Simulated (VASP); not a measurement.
# Al8Au3 in VASP: single point with PBEsol

Aim: the single point of Al8Au3 with PBEsol.

Program: VASP 6.6.1. These are calculated values, not measurements. Logs are shortened: lines on timing, memory, paths and dates and some standing lists are left out, and cuts for length are marked.

## 1. The cell of the first run

The cell holds a slab with vacuum, 11 atoms: a = 4.245 Å, b = 4.245 Å, c = 27.130 Å, α = 90.00°, β = 90.00°, γ = 120.00°.

## 2. Single point, PBEsol

INCAR reads:

```
PREC = Accurate
ENCUT = 520
EDIFF = 1E-6
ISMEAR = 0
SIGMA = 0.1
LREAL = False
LASPH = True
NELM = 60
ALGO = Fast
ISIF = 2
LWAVE = False
LCHARG = False
LDIPOL = True
IDIPOL = 3
DIPOL = 0.5 0.5 0.500
GGA = PS
NBANDS = 40
```

KPOINTS reads:

```
Automatic mesh
0
Gamma
  9 9 1
```

POSCAR reads:

```
Al8Au3
1.0
    4.2447517284      0.0000000000      0.0000000000
   -2.1223758642      3.6760628295      0.0000000000
    0.0000000000      0.0000000000     27.1303884559
Al Au
8 3
Direct
    0.6666666667      0.3333333333      0.2786655056
    0.0000000000      0.0000000000      0.3349859672
    0.3333333333      0.6666666667      0.4025592123
    0.6666666667      0.3333333333      0.4691941519
    0.0000000000      0.0000000000      0.5308058674
    0.3333333333      0.6666666667      0.5974407893
    0.6666666667      0.3333333333      0.6650140215
    0.0000000000      0.0000000000      0.7213344823
    0.6666666667      0.3333333333      0.3743754139
    0.3333333333      0.6666666667      0.4999999957
    0.0000000000      0.0000000000      0.6256245930
```

Potentials or basis: VASP PAW PBE potentials, release 64 (Al, Au).

Command:

```bash
$ cat potpaw_PBE.64/Al/POTCAR potpaw_PBE.64/Au/POTCAR > POTCAR
$ mpirun -np 1 vasp_std > vasp.out
```

OUTCAR:

```text
PREC = Accurate
   ENCUT = 520
   EDIFF = 1E-6
   ISMEAR = 0
   LREAL = False
   LASPH = True
   NELM = 60
   ISIF = 2
   GGA = PS

 ion  position               nearest neighbor table
   1  0.667  0.333  0.279-   9 2.60   2 2.89   2 2.89   2 2.89
   2  0.000  0.000  0.335-   9 2.67   9 2.67   9 2.67   1 2.89   1 2.89   1 2.89   3 3.06   3 3.06
                             3 3.06
   3  0.333  0.667  0.403-   9 2.57   9 2.57   9 2.57  10 2.64   4 3.05   4 3.05   4 3.05   2 3.06
                             2 3.06   2 3.06
   4  0.667  0.333  0.469-   9 2.57  10 2.59  10 2.59  10 2.59   5 2.97   5 2.97   5 2.97   3 3.05
                             3 3.05   3 3.05
   5  0.000  0.000  0.531-  11 2.57  10 2.59  10 2.59  10 2.59   4 2.97   4 2.97   4 2.97   6 3.05
                             6 3.05   6 3.05
   6  0.333  0.667  0.597-  11 2.57  11 2.57  11 2.57  10 2.64   5 3.05   5 3.05   5 3.05   7 3.06
                             7 3.06   7 3.06
   7  0.667  0.333  0.665-  11 2.67  11 2.67  11 2.67   8 2.89   8 2.89   8 2.89   6 3.06   6 3.06
                             6 3.06
   8  0.000  0.000  0.721-  11 2.60   7 2.89   7 2.89   7 2.89
   9  0.667  0.333  0.374-   3 2.57   3 2.57   3 2.57   4 2.57   1 2.60   2 2.67   2 2.67   2 2.67

  10  0.333  0.667  0.500-   4 2.59   4 2.59   4 2.59   5 2.59   5 2.59   5 2.59   3 2.64   6 2.64

  11  0.000  0.000  0.626-   6 2.57   6 2.57   6 2.57   5 2.57   8 2.60   7 2.67   7 2.67   7 2.67

  LATTYP: Found a hexagonal cell.
 ALAT       =     4.2447517284
 C/A-ratio  =     6.3915136130

  Lattice vectors:

 A1 = (   4.2447517284,   0.0000000000,   0.0000000000)
 A2 = (  -2.1223758642,   3.6760628295,   0.0000000000)
 A3 = (   0.0000000000,   0.0000000000,  27.1303884559)

Analysis of symmetry for initial positions (statically):
=====================================================================
 Subroutine PRICEL returns:
 Original cell was already a primitive cell.

 Routine SETGRP: Setting up the symmetry group for a
 hexagonal supercell.

 Subroutine GETGRP returns: Found 12 space group operations
 (whereof  6 operations were pure point group operations)
 out of a pool of 24 trial point group operations.

The static configuration has the point symmetry C_3v.
 The point group associated with its full space group is D_3d.

Analysis of symmetry for dynamics (positions and initial velocities):
=====================================================================
 Subroutine PRICEL returns:
 Original cell was already a primitive cell.

 Routine SETGRP: Setting up the symmetry group for a
 hexagonal supercell.

 Subroutine GETGRP returns: Found 12 space group operations
[... 129 lines left out ...]
     AMIX_MAG =   1.60;   BMIX_MAG =  1.00
  volume/ion in A,a.u.               =      38.49       259.71
  Fermi-wavevector in a.u.,A,eV,Ry     =   0.839079  1.585629  9.579224  0.704053
  Thomas-Fermi vector in A             =   1.953238
   LORBIT       =      0    0 simple, 1 ext, 2 COOP (PROOUT), +10 PAW based schemes
   GGA     = PS    functional components
   LHFCALC =     F    Hartree Fock is set to
   AEXX    =    0.0000 exact exchange contribution
   IVDW    =     0    specifies the selected vdW correction
   LEPSILON=     F    determine dielectric tensor
   LRPA    =     F    only Hartree local field effects (RPA)
 non-spin polarized calculation
 RMM-DIIS sequential band-by-band and
 Gauss-broadening in eV      SIGMA  =   0.10
  energy-cutoff  :      520.00
  volume of cell :      423.34
 maximum number of plane-waves:     11448
 NGX is ok and might be reduce to    32
   NGX = 15   NGY = 15   NGZ =101

 number of electron      56.9999999 magnetization

 dipolmoment           0.000000      0.000000      0.000004 electrons x Angstroem

 Free energy of the ion-electron system (eV)
  ---------------------------------------------------
  ext. energy  EPLUGINS =         0.00000000
  ---------------------------------------------------
  free energy    TOTEN  =       -44.73147626 eV

  energy without entropy =      -44.70618210  energy(sigma->0) =      -44.71882918

 E-fermi :   1.2297     XC(G=0):  -5.7685

 val. band max:        1.1930190828   @ k =   0.2222   0.2222   0.0000
 cond. band min:       1.3240276346   @ k =   0.3333   0.2222   0.0000
 fundamental gap:      0.1310085518
 Fermi energy:         1.2296964542

 k-point     1 :       0.0000    0.0000    0.0000
  band No.  band energies     occupation
      1      -9.1637      2.00000
      2      -8.4730      2.00000
      3      -7.7595      2.00000
      4      -5.6962      2.00000
      5      -5.6366      2.00000
      6      -5.4429      2.00000
[... 505 lines left out ...]
     39       6.3609      0.00000
     40       6.6661      0.00000

------------------------ aborting loop because EDIFF is reached ----------------------------------------

 vacuum level on the upper side and lower side of the slab       (xc-potential included)        -0.118        -0.118

  FORCE on cell =-STRESS in cart. coord.  units (eV):
  Direction    XX          YY          ZZ          XY          YZ          ZX
  --------------------------------------------------------------------------------------
  -------------------------------------------------------------------------------------
  Total       -2.9367967     -2.9367967     -0.1203555      0.0000000      0.0000000      0.0000000
  in kB      -11.1145846    -11.1145846     -0.4554969      0.0000000      0.0000000      0.0000000
  external PRESSURE =      -7.5615554 kB  Pullay stress =       0.0000000 kB

 VOLUME and BASIS-vectors are now :
 -----------------------------------------------------------------------------
  energy-cutoff  :      520.00
  volume of cell :      423.34
      direct lattice vectors                 reciprocal lattice vectors
     4.244751728  0.000000000  0.000000000     0.235585039  0.136015085  0.000000000
    -2.122375864  3.676062830  0.000000000     0.000000000  0.272030171  0.000000000
     0.000000000  0.000000000 27.130388456     0.000000000  0.000000000  0.036859037

 POSITION                                       TOTAL-FORCE (eV/Angst)
 -----------------------------------------------------------------------------------
      2.12238      1.22535      7.56030         0.000000     -0.000000      0.000758
      0.00000      0.00000      9.08830         0.000000      0.000000      0.007690
     -0.00000      2.45071     10.92159        -0.000000     -0.000000      0.001245
      2.12238      1.22535     12.72942         0.000000     -0.000000     -0.002459
      0.00000      0.00000     14.40097        -0.000000      0.000000      0.002459
     -0.00000      2.45071     16.20880         0.000000      0.000000     -0.001245
      2.12238      1.22535     18.04209        -0.000000      0.000000     -0.007690
      0.00000      0.00000     19.57008        -0.000000      0.000000     -0.000758
      2.12238      1.22535     10.15695        -0.000000      0.000000     -0.000311
     -0.00000      2.45071     13.56519        -0.000000      0.000000     -0.000000
      0.00000      0.00000     16.97344         0.000000     -0.000000      0.000311
 -----------------------------------------------------------------------------------
    total drift:                                0.000000     -0.000000      0.000252

  FREE ENERGIE OF THE ION-ELECTRON SYSTEM (eV)
  ---------------------------------------------------
  free  energy   TOTEN  =       -44.7314762650 eV

  energy  without entropy=      -44.7061820972  energy(sigma->0) =      -44.71882918

 vacuum level on the upper side and lower side of the slab         5.651         5.651
```

Run time: 3.8 min. Hardware: 1 thread of AMD EPYC 9R45 (Zen 5), shared host; peak memory 0.54 GiB.

Results:

```yaml
Free_energy: -44.7315 eV
Largest_force: 0.008 eV/Å
Band_gap_on_the_k_mesh: zero (an odd number of electrons rules out a gap without spin polarisation)
```

Forces on the atoms (eV/Å):
```
Al   0.000  0.000  0.001
Al   0.000  0.000  0.008
Al   0.000  0.000  0.001
Al   0.000  0.000 -0.002
Al   0.000  0.000  0.002
Al   0.000  0.000 -0.001
Al   0.000  0.000 -0.008
Al   0.000  0.000 -0.001
Au   0.000  0.000  0.000
Au   0.000  0.000  0.000
Au   0.000  0.000  0.000
```

Caveat: the PAW data sets were made with another functional, which shifts forces and pressure a little; spin-orbit coupling is left out, which moves the levels of the heavy elements.

The gap in the log of VASP goes by the Fermi energy; the results here count the filled bands.